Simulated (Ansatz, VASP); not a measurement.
Given: the input of a run of VASP 6.6.1 on MnAs.

INCAR

```
SYSTEM = MnAs
PREC = Accurate
ENCUT = 520
EDIFF = 1E-6
ISMEAR = -1
SIGMA = 0.05
LREAL = .FALSE.
LASPH = .TRUE.
NELM = 150
ALGO = Normal
ISIF = 2
LWAVE = .FALSE.
LCHARG = .FALSE.
ISPIN = 2
MAGMOM = 0 0 4 4
LORBIT = 11
LMAXMIX = 4
GGA = PS
NBANDS = 30
```

The input KPOINTS:

```
regular mesh
0
G
  8 8 5
  0 0 0
```

File POSCAR:

```
MnAs
1.0
    3.7100000000      0.0000000000      0.0000000000
   -1.8550000000      3.2129542480      0.0000000000
    0.0000000000      0.0000000000      5.6910000000
As Mn
2 2
Direct
    0.6666666667      0.3333333333      0.7500000000
    0.3333333333      0.6666666667      0.2500000000
    0.0000000000      0.0000000000      0.5000000000
    0.0000000000      0.0000000000      0.0000000000
```

Potentials or basis: VASP PAW PBE potentials, release 64 (As, Mn_pv).

Run with:

```sh
$ cat potpaw_PBE.64/As/POTCAR potpaw_PBE.64/Mn_pv/POTCAR > POTCAR
$ mpirun -np 1 vasp_std > vasp.out
```

Problem. Set up the same calculation for Ansatz 0.2.0. Potentials there: Ansatz PAW.

Solution. As run (the cutoff follows the program's own potentials):

The input input.yaml:

```yaml
crystal:
  lattice:
    - [3.71, 0.0, 0.0]
    - [-1.855, 3.212954248, 0.0]
    - [0.0, 0.0, 5.691]
  atoms:
    - { symbol: As, position: [0.6666666667, 0.3333333333, 0.75] }
    - { symbol: As, position: [0.3333333333, 0.6666666667, 0.25] }
    - { symbol: Mn, position: [0.0, 0.0, 0.5], spin: 4.0 }
    - { symbol: Mn, position: [0.0, 0.0, 0.0], spin: 4.0 }
hamiltonian:
  xc: pbesol
  pseudopotentials: { kind: paw }
magnetization:
  spin_polarized: true
kpoints:
  mp_grid: { grid: [8, 8, 5] }
scf:
  occupations: { method: fermi_dirac, width: 0.05 }
output:
  forces: true
  stress: true
  eigenvalues: true
```

Potentials or basis: Ansatz PAW.

The run is started by

```bash
$ ansatz run input.yaml --threads 2 --pin off --max-ram 5632MiB --backend cpu --events-out ev --progress --plain --runs-dir out
```

Both were run:

|  | VASP | Ansatz | Ansatz less VASP |
| --- | --- | --- | --- |
| gap on the k mesh at the Fermi level (eV) | none | none | - |
| pressure (GPa) | -8.5 | -8.7 | -0.19 |
| traceless stress, the component that is largest in VASP (GPa) | -1.95 | -1.95 | -0.004 |
| net moment per atom (μB) | 1.55 | 1.56 | +0.004 |
| size of the moment on the site where the two differ most (μB) | 3.16 | 3.12 | -0.041 |

VASP's potentials were made for PBE, not for PBEsol. Site moments also hang on the region over which each program counts them. A gap of «none» marks a metal or a gap that the smearing closes. VASP's potentials hold 36 valence electrons a cell and Ansatz's 60, so a difference there can come from the potentials and not from the codes.
